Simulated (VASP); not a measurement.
NaH, 2 atoms in the cell. It takes space group F-43m (No. 216, cubic). The conventional cell has a = 5.167 Å, b = 5.167 Å, c = 5.167 Å, α = 90.00°, β = 90.00°, γ = 90.00°. Within 3.0 Å of Na (site symmetry -43m) lie 4 H at 2.24 Å. Within 3.0 Å of H (site symmetry -43m) lie 4 Na at 2.24 Å.  This cell differs from its parent crystal: volume changed by -3%.

```yaml
Program: VASP 6.6.1
Task: single point
Functional: PBE
Potentials_or_basis: VASP PAW PBE potentials, release 64 (Na_pv, H)
Cutoff: 520 eV
k_mesh: 8 × 8 × 8
Occupations: gaussian, width 0.01 eV
Spin: no spin polarisation
Dipole_correction: no
Further_INCAR_settings: ALGO = Normal; EDIFF = 1e-06; NBANDS = 11
```

Potentials or basis: VASP PAW PBE potentials, release 64 (Na_pv, H).

Command:

```sh
$ cat potpaw_PBE.64/Na_pv/POTCAR potpaw_PBE.64/H/POTCAR > POTCAR
$ mpirun -np 1 vasp_std > vasp.out
```

Hardware: 1 thread of Intel(R) Xeon(R) Platinum 8259CL CPU @ 2.50GHz (Skylake/Cascade Lake), on a shared host.

Task: Estimate the wall time of this run.

Result: Run time: 8.7 s on 1 thread of Intel(R) Xeon(R) Platinum 8259CL CPU @ 2.50GHz (Skylake/Cascade Lake), on a shared host, peak memory 0.15 GiB. Counts: scf iterations 13, k points 29.
